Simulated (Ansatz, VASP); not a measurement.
This is a calculation of PbO for Ansatz 0.2.0.

The input input.yaml:

```yaml
crystal:
  lattice:
    - [4.0164246111, 0.0, 0.0]
    - [0.0, 4.0164246111, 0.0]
    - [0.0, 0.0, 5.0431797749]
  atoms:
    - { symbol: Pb, position: [0.5, 0.0, 0.76] }
    - { symbol: Pb, position: [0.0, 0.5, 0.24] }
    - { symbol: O, position: [0.5, 0.5, 0.0] }
    - { symbol: O, position: [0.0, 0.0, 0.0] }
kpoints:
  mp_grid: { grid: [7, 7, 6] }
scf:
  occupations: { method: fermi_dirac, width: 0.05 }
hamiltonian:
  xc: pbesol
  pseudopotentials: { kind: all_electron, lapw: { basis_error: 0.002 } }
output:
  forces: true
  stress: true
  eigenvalues: true
```

Potentials or basis: all-electron LAPW, scalar-relativistic.

Command:

```sh
$ ansatz run input.yaml --threads 2 --pin off --max-ram 6144MiB --backend cpu --events-out ev --progress --plain --runs-dir out
```

Problem. Set up the same calculation for VASP 6.6.1. Potentials there: VASP PAW PBE potentials, release 64 (Pb_d, O).

Solution. As run (the cutoff follows the program's own potentials):

Contents of INCAR:

```
  ALGO = Normal
  EDIFF = 1E-6
  ENCUT = 600
  GGA = PS
  GGA_COMPAT = False
  ISIF = 2
  ISMEAR = -1
  LASPH = True
  LCHARG = False
  LREAL = False
  LWAVE = False
  NBANDS = 28
  NELM = 120
  PREC = Accurate
  SIGMA = 0.05
```

Contents of KPOINTS:

```
k-points
0
Gamma
  7 7 6
```

The input POSCAR:

```
PbO
1.0
    4.0164246111      0.0000000000      0.0000000000
    0.0000000000      4.0164246111      0.0000000000
    0.0000000000      0.0000000000      5.0431797749
Pb O
2 2
Direct
    0.5000000000      0.0000000000      0.7600000000
    0.0000000000      0.5000000000      0.2400000000
    0.5000000000      0.5000000000      0.0000000000
    0.0000000000      0.0000000000      0.0000000000
```

Potentials or basis: VASP PAW PBE potentials, release 64 (Pb_d, O).

Command:

```sh
$ cat potpaw_PBE.64/Pb_d/POTCAR potpaw_PBE.64/O/POTCAR > POTCAR
$ mpirun -np 1 vasp_std > vasp.out
```

Both were run:

|  | VASP | Ansatz | Ansatz less VASP |
| --- | --- | --- | --- |
| gap on the k mesh at the Fermi level (eV) | 1.40 | 1.39 | -0.008 |
| least direct gap on the mesh (eV) | 2.26 | 2.27 | +0.013 |
| pressure (GPa) | -2.4 | -2.4 | -0.02 |
| traceless stress, the component that is largest in VASP (GPa) | -0.09 | -0.09 | 0.000 |
| rms of the force components (eV/Å) | 0.219 | 0.233 | +0.0136 |

VASP's potentials were made for PBE, not for PBEsol. Atom by atom the forces differ by 0.014 eV/Å (rms over components). Ansatz ran all-electron here, and VASP with PAW potentials.

Neither program's run includes spin-orbit coupling.
